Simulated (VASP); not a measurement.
Input of a VASP 6.6.1 run:

The input POSCAR:

```
ZnO
1.0
    3.4152951329      0.0000000000      0.0000000000
   -1.7076475664      2.9577323465      0.0000000000
    0.0000000000      0.0000000000      4.6762928014
Zn O
2 2
Direct
    0.3333333333      0.6666666667      0.0012360745
    0.6666666667      0.3333333333      0.5012360745
    0.3333333333      0.6666666667      0.3808639255
    0.6666666667      0.3333333333      0.8808639255
```

The input INCAR.step1:

```
SYSTEM = ZnO
PREC = Accurate
ENCUT = 520
ISMEAR = 0
SIGMA = 0.05
LREAL = .FALSE.
LASPH = .TRUE.
NELM = 80
NBANDS = 26
GGA = PE
ALGO = Normal
EDIFF = 1E-4
LWAVE = .TRUE.
LCHARG = .FALSE.
```

The input INCAR.step2:

```
SYSTEM = ZnO
PREC = Accurate
ENCUT = 520
EDIFF = 1E-6
ISMEAR = 0
SIGMA = 0.05
LREAL = .FALSE.
LASPH = .TRUE.
NELM = 80
ALGO = Normal
ISIF = 2
LWAVE = .FALSE.
LCHARG = .FALSE.
METAGGA = R2SCAN
LMIXTAU = .TRUE.
NBANDS = 26
ISTART = 1
```

Contents of KPOINTS:

```
Automatic mesh
0
G
  12 12 6
  0 0 0
```

Potentials or basis: VASP PAW PBE potentials, release 64 (Zn, O).

The run is started by

```bash
$ cat potpaw_PBE.64/Zn/POTCAR potpaw_PBE.64/O/POTCAR > POTCAR
$ cp INCAR.step1 INCAR
$ mpirun -np 1 vasp_std > vasp.out
$ cp INCAR.step2 INCAR
$ mpirun -np 1 vasp_std > vasp.out
```

Problem. Predict the largest force.

Solution. 2.843 eV/Å.

Problem. What does it give for the pressure?

Solution. 7.6 GPa.

Problem. Predict the band gap on the k mesh.

Solution. 1.22 eV, direct.

Forces on the atoms (eV/Å):
```
Zn   0.000  0.000 -2.843
Zn   0.000  0.000 -2.843
O    0.000  0.000  2.843
O    0.000  0.000  2.843
```

Caveat: the PAW data sets were made with another functional, which shifts forces and pressure a little. A k mesh can miss the band edges.
